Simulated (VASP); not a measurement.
Set up this calculation in VASP 6.6.1, as the native input.

```
Task                   : single point
Functional             : LDA
Potentials or basis    : VASP PAW LDA potentials, release 64 (Sn_d)
Cutoff                 : 520 eV
k mesh                 : 18 × 18 × 18
Occupations            : fermi-dirac, width 0.05 eV
Spin                   : no spin polarisation
Dipole correction      : no
Further INCAR settings : ALGO = Normal; EDIFF = 1e-06; NBANDS = 13
```

The structure of Sn lies in POSCAR:

```
Sn
1.0
   -1.8551229808      1.8551229808      1.8551229808
    1.8551229808     -1.8551229808      1.8551229808
    1.8551229808      1.8551229808     -1.8551229808
Sn
1
Direct
    0.0000000000      0.0000000000      0.0000000000
```

These files were run (other wordings do the same):

INCAR

```
PREC = Accurate ; ENCUT = 520
EDIFF = 1E-6 ; ISMEAR = -1
SIGMA = 0.05 ; LREAL = F
LASPH = T ; NELM = 80
ALGO = Normal ; ISIF = 2
LWAVE = F ; LCHARG = T
LELF = T ; LVHAR = T
NBANDS = 13
```

KPOINTS

```
regular mesh
0
Gamma
  18 18 18
```

Potentials or basis: VASP PAW LDA potentials, release 64 (Sn_d).

Run with:

```bash
$ cat potpaw_LDA.64/Sn_d/POTCAR > POTCAR
$ mpirun -np 1 vasp_std > vasp.out
```

It gave:

```json
{
 "Pressure": "0.0 GPa",
 "Band gap on the k mesh": "zero (band 7 reaches 17.02 eV, above the bottom of band 8 at 5.95 eV)"
}
```

Caveat: spin-orbit coupling is left out, which moves the levels of the heavy elements.

Wall time 12 s on 1 thread of Intel(R) Xeon(R) 6975P-C (Granite Rapids) (shared host), peak memory 0.17 GiB.
